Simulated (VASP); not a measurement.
**InP: single point with PBE**

Crystal: InP.

```
CELL_PARAMETERS angstrom
0.00000 3.02473 3.06944
3.02473 0.00000 3.06944
3.02473 3.02473 0.00000
ATOMIC_POSITIONS crystal
In 0.00000 0.00000 0.00000
P 0.75000 0.75000 0.75000
```

```
Program                : VASP 6.6.1
Task                   : single point
Functional             : PBE
Potentials or basis    : VASP PAW PBE potentials, release 64 (In_d, P)
Cutoff                 : 520 eV
k mesh                 : 10 × 10 × 10
Occupations            : gaussian, width 0.05 eV
Spin                   : no spin polarisation
Dipole correction      : no
Further INCAR settings : ALGO = Normal; EDIFF = 1e-06; NBANDS = 16
```

```
Pressure               : -3.1 GPa
Band gap on the k mesh : 0.09 eV, direct
```

Stress tensor (GPa, compression positive):
```
-2.91  0.00  0.00
 0.00 -2.91  0.00
 0.00  0.00 -3.53
```

Levels at points of the mesh, in eV from the valence-band top:
```tsv
k point	band 6	band 7	band 8	band 9	band 10	band 11	band 12	band 13
(0.00, 0.00, 0.00)	-10.84	-0.06	0.00	0.00	0.09	4.05	4.05	4.07
(0.50, 0.00, 0.00)	-9.46	-5.22	-0.89	-0.80	1.21	4.72	4.80	6.81
(0.50, 0.50, 0.00)	-8.95	-5.38	-1.95	-1.95	1.96	2.30	8.46	8.85
(0.50, 0.00, 0.50)	-8.91	-5.30	-2.02	-2.02	1.89	2.18	8.58	8.79
```

Run time: 71 s on 1 thread of Intel(R) Xeon(R) Platinum 8259CL CPU @ 2.50GHz (Skylake/Cascade Lake), with other jobs on the host, peak memory 0.23 GiB.

Caveat: spin-orbit coupling is left out, which moves the levels of the heavy elements.
